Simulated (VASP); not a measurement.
# CoSi (Pmmm) in VASP: single point with PBEsol

Aim: the single point of CoSi with PBEsol.

Everything below comes from runs of VASP 6.6.1. Logs are shortened: lines on timing, memory, paths and dates and some standing lists are left out, and cuts for length are marked.

## 1. The cell of the first run

Symmetry: Pmmm, No. 47, orthorhombic system. The conventional cell has a = 2.697 Å, b = 2.752 Å, c = 2.807 Å, α = 90.00°, β = 90.00°, γ = 90.00°. Within 3.1 Å of Co (site symmetry mmm) lie 8 Si at 2.38 Å and 6 Co at 2.70 to 2.81 Å. Si (site symmetry mmm) has 8 Co at 2.38 Å and 6 Si at 2.70 to 2.81 Å within 3.1 Å.

## 2. Single point, PBEsol, collinear spin, ferromagnetic start (strain -0.0200 x Voigt [1, -1, 0, 0, 0, 0])

Input file INCAR:

```
SYSTEM = CoSi
ALGO = Fast ; EDIFF = 1E-7
ENCUT = 520 ; GGA = PS
ISIF = 2 ; ISMEAR = 0
ISPIN = 2 ; KPAR = 4
LASPH = .True. ; LCHARG = .True.
LMAXMIX = 4 ; LORBIT = 11
LREAL = .False. ; LVHAR = .True.
LWAVE = .False. ; MAGMOM = 0.51 0
NBANDS = 18 ; NELM = 150
PREC = Accurate ; SIGMA = 0.15
```

Input file KPOINTS:

```
k-points
0
Gamma
  22 22 22
  0 0 0
```

Input file POSCAR:

```
CoSi
1.0
    2.6970211959      0.0000000000      0.0000000000
    0.0000000000      2.8071036937      0.0000000000
    0.0000000000      0.0000000000      2.7520624448
Co Si
1 1
Direct
    0.0000000000      0.0000000000      0.0000000000
    0.5000000000      0.5000000000      0.5000000000
```

Potentials or basis: VASP PAW PBE potentials, release 64 (Co, Si).

Started as:

```sh
$ cat potpaw_PBE.64/Co/POTCAR potpaw_PBE.64/Si/POTCAR > POTCAR
$ mpirun -np 4 vasp_std > vasp.out
```

OUTCAR:

```text
SYSTEM = CoSi
   EDIFF = 1E-7
   ENCUT = 520
   GGA = PS
   ISIF = 2
   ISMEAR = 0
   ISPIN = 2
   LASPH = .True.
   LORBIT = 11
   LREAL = .False.
   NELM = 150
   PREC = Accurate

 ion  position               nearest neighbor table
   1  0.000  0.000  0.000-   2 2.38   2 2.38   2 2.38   2 2.38   2 2.38   2 2.38   2 2.38   2 2.38

   2  0.500  0.500  0.500-   1 2.38   1 2.38   1 2.38   1 2.38   1 2.38   1 2.38   1 2.38   1 2.38

  LATTYP: Found a simple orthorhombic cell.
 ALAT       =     2.6970211959
 B/A-ratio  =     1.0204081633
 C/A-ratio  =     1.0408163265

  Lattice vectors:

 A1 = (  -2.6970211959,   0.0000000000,   0.0000000000)
 A2 = (   0.0000000000,   0.0000000000,   2.7520624448)
 A3 = (   0.0000000000,   2.8071036937,   0.0000000000)

Analysis of symmetry for initial positions (statically):
=====================================================================
 Subroutine PRICEL returns:
 Original cell was already a primitive cell.

 Routine SETGRP: Setting up the symmetry group for a
 simple orthorhombic supercell.

 Subroutine GETGRP returns: Found  8 space group operations
 (whereof  8 operations were pure point group operations)
 out of a pool of  8 trial point group operations.

The static configuration has the point symmetry D_2h.

Analysis of symmetry for dynamics (positions and initial velocities):
=====================================================================
 Subroutine PRICEL returns:
 Original cell was already a primitive cell.

 Routine SETGRP: Setting up the symmetry group for a
 simple orthorhombic supercell.

 Subroutine GETGRP returns: Found  8 space group operations
 (whereof  8 operations were pure point group operations)
 out of a pool of  8 trial point group operations.

The dynamic configuration has the point symmetry D_2h.

Analysis of structural, dynamic, and magnetic symmetry:
=====================================================================
 Subroutine PRICEL returns:
 Original cell was already a primitive cell.

 Routine SETGRP: Setting up the symmetry group for a
 simple orthorhombic supercell.

 Subroutine GETGRP returns: Found  8 space group operations
 (whereof  8 operations were pure point group operations)
 out of a pool of  8 trial point group operations.

The overall configuration has the point symmetry D_2h.

 Subroutine INISYM returns: Found  8 space group operations
 (whereof  8 operations are pure point group operations),
 and found     1 'primitive' translations

----------------------------------------------------------------------------------------

                                     Primitive cell

  volume of cell :      20.8354

  direct lattice vectors                    reciprocal lattice vectors
     2.697021196  0.000000000  0.000000000     0.370779437  0.000000000  0.000000000
     0.000000000  2.807103694  0.000000000     0.000000000  0.356239067  0.000000000
     0.000000000  0.000000000  2.752062445     0.000000000  0.000000000  0.363363848

  length of vectors
     2.697021196  2.807103694  2.752062445     0.370779437  0.356239067  0.363363848

  position of ions in fractional coordinates (direct lattice)
     0.000000000  0.000000000  0.000000000
     0.500000000  0.500000000  0.500000000

  ion indices of the primitive-cell ions
   primitive index   ion index
                 1           1
                 2           2

----------------------------------------------------------------------------------------

 KPOINTS: k-points

Automatic generation of k-mesh.
 Grid dimensions read from file:
 generate k-points for:   22   22   22

 Generating k-lattice:

  Cartesian coordinates                     Fractional coordinates (reciprocal lattice)
     0.016853611  0.000000000  0.000000000     0.045454545  0.000000000  0.000000000
     0.000000000  0.016192685  0.000000000     0.000000000  0.045454545  0.000000000
     0.000000000  0.000000000  0.016516539     0.000000000  0.000000000  0.045454545

  Length of vectors
     0.016853611  0.016192685  0.016516539

  Shift w.r.t. Gamma in fractional coordinates (k-lattice)
     0.000000000  0.000000000  0.000000000

 Subroutine IBZKPT returns following result:
 ===========================================

 Found   1728 irreducible k-points:

 Following reciprocal coordinates:
            Coordinates               Weight
  0.000000  0.000000  0.000000      1.000000
  0.045455  0.000000  0.000000      2.000000
  0.090909  0.000000  0.000000      2.000000
  0.136364  0.000000  0.000000      2.000000
  0.181818  0.000000  0.000000      2.000000
  0.227273  0.000000  0.000000      2.000000
[... 16 lines left out ...]
  0.454545  0.045455  0.000000      4.000000
  0.500000  0.045455  0.000000      2.000000
 [... further k-points ...]
   k-points           NKPTS =   1728   k-points in BZ     NKDIM =   1728   number of bands    NBANDS=     18
   number of dos      NEDOS =    301   number of ions     NIONS =      2
   total plane-waves  NPLWV =   9600
   dimension x,y,z NGX =    20 NGY =   24 NGZ =   20
   dimension x,y,z NGXF=    40 NGYF=   48 NGZF=   40
   ions per type =               1   1
   NGX,Y,Z   is equivalent  to a cutoff of  12.33, 14.21, 12.08 a.u.
   NGXF,Y,Z  is equivalent  to a cutoff of  24.66, 28.43, 24.16 a.u.
 SYSTEM =  CoSi
   PREC   = accura    normal or accurate (medium, high low for compatibility)
   ISTART =      0    job   : 0-new  1-cont  2-samecut
   ICHARG =      2    charge: 1-file 2-atom 10-const
   ISPIN  =      2    spin polarized calculation?
   LNONCOLLINEAR =      F non collinear calculations
   LSORBIT =      F    spin-orbit coupling
   LASPH  =      T    aspherical Exc in radial PAW
   ENCUT  =  520.0 eV  38.22 Ry    6.18 a.u.   5.01  5.22  5.12*2*pi/ulx,y,z
   NELM   =    150;   NELMIN=  2; NELMDL= -5     # of ELM steps
   EDIFF  = 0.1E-06   stopping-criterion for ELM
   LREAL  =      F    real-space projection
   EDIFFG = 0.1E-05   stopping-criterion for IOM
   NSW    =      0    number of steps for IOM
   IBRION =     -1    ionic relax: 0-MD 1-quasi-New 2-CG
   NFREE  =      0    steps in history (QN), initial steepest desc. (CG)
   ISIF   =      2    stress and relaxation
   ISYM   =      2    0-nonsym 1-usesym 2-fastsym
   POTIM  = 0.5000    time-step for ionic-motion
   TEBEG  =    0.0;   TEEND  =   0.0 temperature during run
   PSTRESS=    0.0 pullay stress
   NELECT =      13.0000    total number of electrons
   NUPDOWN=      -1.0000    fix difference up-down
   EMIN   =  10.00;   EMAX   =-10.00  energy-range for DOS
   EFERMI =   0.00;   METHOD = LEGACY
   ISMEAR =     0;   SIGMA  =   0.15  broadening in eV -4-tet -1-fermi 0-gaus
   EFERMI_NEDOS =   21; number of points for ismear=-14 and -15
   IALGO  =     68    algorithm
   IMIX   =      4    mixing-type and parameters
     AMIX     =   0.40;   BMIX     =  1.00
     AMIX_MAG =   1.60;   BMIX_MAG =  1.00
  volume/ion in A,a.u.               =      10.42        70.30
  Fermi-wavevector in a.u.,A,eV,Ry     =   1.398907  2.643551 26.625805  1.956941
  Thomas-Fermi vector in A             =   2.522019
   LORBIT       =     11    0 simple, 1 ext, 2 COOP (PROOUT), +10 PAW based schemes
   GGA     = PS    functional components
   LHFCALC =     F    Hartree Fock is set to
   AEXX    =    0.0000 exact exchange contribution
   IVDW    =     0    specifies the selected vdW correction
   LEPSILON=     F    determine dielectric tensor
   LRPA    =     F    only Hartree local field effects (RPA)
 spin polarized calculation
 RMM-DIIS sequential band-by-band and
 Gauss-broadening in eV      SIGMA  =   0.15
  energy-cutoff  :      520.00
  volume of cell :       20.84
 maximum number of plane-waves:       576
   NGX = 11   NGY = 11   NGZ = 11

 number of electron      13.0000001 magnetization       0.4244561

 Free energy of the ion-electron system (eV)
  ---------------------------------------------------
  ext. energy  EPLUGINS =         0.00000000
  ---------------------------------------------------
  free energy    TOTEN  =       -14.55973018 eV

  energy without entropy =      -14.54068695  energy(sigma->0) =      -14.55020856

 E-fermi :  13.2207     XC(G=0): -13.2110

 val. band max:       13.2206085889   @ k =   0.0455   0.0455   0.4091
 cond. band min:      13.2215087719   @ k =   0.1818   0.4091   0.1818
 fundamental gap:      0.0009001831
 Fermi energy:        13.2206790904

 spin component 1

 k-point     1 :       0.0000    0.0000    0.0000
  band No.  band energies     occupation
      1      -1.2993      1.00000
      2       8.9935      1.00000
      3       9.0198      1.00000
      4      11.6125      1.00000
      5      11.6973      1.00000
      6      11.7594      1.00000
[... 10 lines left out ...]
     17      36.6800      0.00000
     18      37.4061      0.00000
[... 463 lines left out ...]
 k-point    24 :       0.5000    0.0455    0.0000
  band No.  band energies     occupation
      1       3.0012      1.00000
      2       4.2422      1.00000
      3       9.8945      1.00000
      4      10.1557      1.00000
      5      10.3865      1.00000
      6      11.7795      1.00000
[... 10 lines left out ...]
     17      38.2362      0.00000
     18      41.9616      0.00000

 [... further k-points ...]

 Fermi energy:        13.2206790904

 spin component 2

 k-point     1 :       0.0000    0.0000    0.0000
  band No.  band energies     occupation
      1      -1.2833      1.00000
      2       9.3978      1.00000
      3       9.4743      1.00000
      4      11.9201      1.00000
      5      11.9980      1.00000
      6      12.0494      1.00000
[... 10 lines left out ...]
     17      36.6902      0.00000
     18      37.3893      0.00000
[... 463 lines left out ...]
 k-point    24 :       0.5000    0.0455    0.0000
  band No.  band energies     occupation
      1       3.0099      1.00000
      2       4.3034      1.00000
      3      10.3690      1.00000
      4      10.3877      1.00000
      5      10.6217      1.00000
      6      12.0941      1.00000
[... 10 lines left out ...]
     17      38.2841      0.00000
     18      42.0920      0.00000

 [... further k-points ...]

------------------------ aborting loop because EDIFF is reached ----------------------------------------

  FORCE on cell =-STRESS in cart. coord.  units (eV):
  Direction    XX          YY          ZZ          XY          YZ          ZX
  --------------------------------------------------------------------------------------
  -------------------------------------------------------------------------------------
  Total        0.1050736      0.0787335     -0.0811522      0.0000000      0.0000000      0.0000000
  in kB        8.0798470      6.0543715     -6.2403621      0.0000000      0.0000000      0.0000000
  external PRESSURE =       2.6312855 kB  Pullay stress =       0.0000000 kB

 VOLUME and BASIS-vectors are now :
 -----------------------------------------------------------------------------
  energy-cutoff  :      520.00
  volume of cell :       20.84
      direct lattice vectors                 reciprocal lattice vectors
     2.697021196  0.000000000  0.000000000     0.370779437  0.000000000  0.000000000
     0.000000000  2.807103694  0.000000000     0.000000000  0.356239067  0.000000000
     0.000000000  0.000000000  2.752062445     0.000000000  0.000000000  0.363363848

 POSITION                                       TOTAL-FORCE (eV/Angst)
 -----------------------------------------------------------------------------------
      0.00000      0.00000      0.00000         0.000000      0.000000      0.000000
      1.34851      1.40355      1.37603         0.000000      0.000000      0.000000
 -----------------------------------------------------------------------------------
    total drift:                               -0.000000      0.000000     -0.000000

  FREE ENERGIE OF THE ION-ELECTRON SYSTEM (eV)
  ---------------------------------------------------
  free  energy   TOTEN  =       -14.5597301767 eV

  energy  without entropy=      -14.5406869521  energy(sigma->0) =      -14.55020856

 total charge

# of ion       s       p       d       tot
------------------------------------------
    1        0.456   0.625   7.622   8.703
    2        0.705   0.884   0.000   1.589
--------------------------------------------------
tot          1.161   1.509   7.622  10.292

 magnetization (x)

# of ion       s       p       d       tot
------------------------------------------
    1        0.005   0.002   0.416   0.424
    2        0.001   0.008   0.000   0.009
--------------------------------------------------
tot          0.006   0.010   0.416   0.433
```

Run time: 11 min. Hardware: 4 MPI ranks of Oxide Virtual Turin-like, shared host; peak memory 0.91 GiB.

What came out:

```
Free energy                                           : -14.5597 eV
Pressure                                              : 0.3 GPa
Net moment                                            : 0.42 μB per cell
Site moments                                          : Co +0.42; Si +0.01 μB
Valence electrons inside the program's atomic spheres : Co 8.70; Si 1.59
```

Caveat: the cell differs from its parent crystal (strain -0.0200 x Voigt [1, -1, 0, 0, 0, 0]); the PAW data sets were made with another functional, which shifts forces and pressure a little.
